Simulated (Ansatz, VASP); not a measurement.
One calculation of SrTlBr3, two programs

File POSCAR:

```
SrTlBr3
1.0
    5.9034020228      0.0000000000      0.0000000000
    0.0000000000      5.9034020228      0.0000000000
    0.0000000000      0.0000000000      5.9034020228
Tl Sr Br
1 1 3
Direct
    0.0000000000      0.0000000000      0.0000000000
    0.5000000000      0.5000000000      0.5000000000
    0.5000000000      0.5000000000      0.0000000000
    0.5000000000      0.0000000000      0.5000000000
    0.0000000000      0.5000000000      0.5000000000
```

The input INCAR.step1:

```
PREC = Accurate
ENCUT = 520
ISMEAR = 0
SIGMA = 0.01
LREAL = False
LASPH = True
NELM = 100
NBANDS = 30
GGA = PE
ALGO = Normal
EDIFF = 1E-4
LWAVE = True
LCHARG = False
```

File INCAR.step2:

```
PREC = Accurate
ENCUT = 520
EDIFF = 1E-6
ISMEAR = 0
SIGMA = 0.01
LREAL = False
LASPH = True
NELM = 100
ALGO = Normal
ISIF = 2
LWAVE = False
LCHARG = False
METAGGA = R2SCAN
LMIXTAU = True
NBANDS = 30
ISTART = 1
```

Contents of KPOINTS:

```
regular mesh
0
Gamma
  4 4 4
```

Input for Ansatz:

```yaml
crystal:
  lattice:
    - [5.9034020228, 0.0, 0.0]
    - [0.0, 5.9034020228, 0.0]
    - [0.0, 0.0, 5.9034020228]
  atoms:
    - { symbol: Tl, position: [0.0, 0.0, 0.0] }
    - { symbol: Sr, position: [0.5, 0.5, 0.5] }
    - { symbol: Br, position: [0.5, 0.5, 0.0] }
    - { symbol: Br, position: [0.5, 0.0, 0.5] }
    - { symbol: Br, position: [0.0, 0.5, 0.5] }
kpoints:
  mp_grid: { grid: [4, 4, 4] }
  band_path:
    path:
      - [0.0, 0.0, 0.0]
      - [0.0, 0.5, 0.0]
      - [0.5, 0.5, 0.0]
      - [0.5, 0.5, 0.5]
      - [0.0, 0.0, 0.5]
    npoints: 1
hamiltonian:
  xc: r2scan
scf:
  occupations: { method: fixed }
  n_extra_bands: 5
output:
  forces: true
  stress: true
  eigenvalues: true
```

Alike in both runs: task single point; functional r2SCAN; k mesh 4 × 4 × 4; no spin polarisation.

|  | VASP | Ansatz |
| --- | --- | --- |
| version | VASP 6.6.1 | Ansatz 0.2.0 |
| potentials or method | VASP PAW PBE potentials, release 64 (Tl_d, Sr_sv, Br) | plane waves, PAW |
| plane-wave cutoff (eV) | 520 | 500 |
| occupations | gaussian, width 0.01 eV | fixed |
| valence electrons in the cell | 44 | 44 |

|  | VASP | Ansatz | Ansatz less VASP |
| --- | --- | --- | --- |
| gap on the k mesh at the Fermi level (eV) | 3.61 | 3.62 | +0.002 |
| pressure (GPa) | 0.1 | 0.0 | -0.04 |

VASP's potentials were made for PBE, not for r2SCAN.

Neither program's run includes spin-orbit coupling.
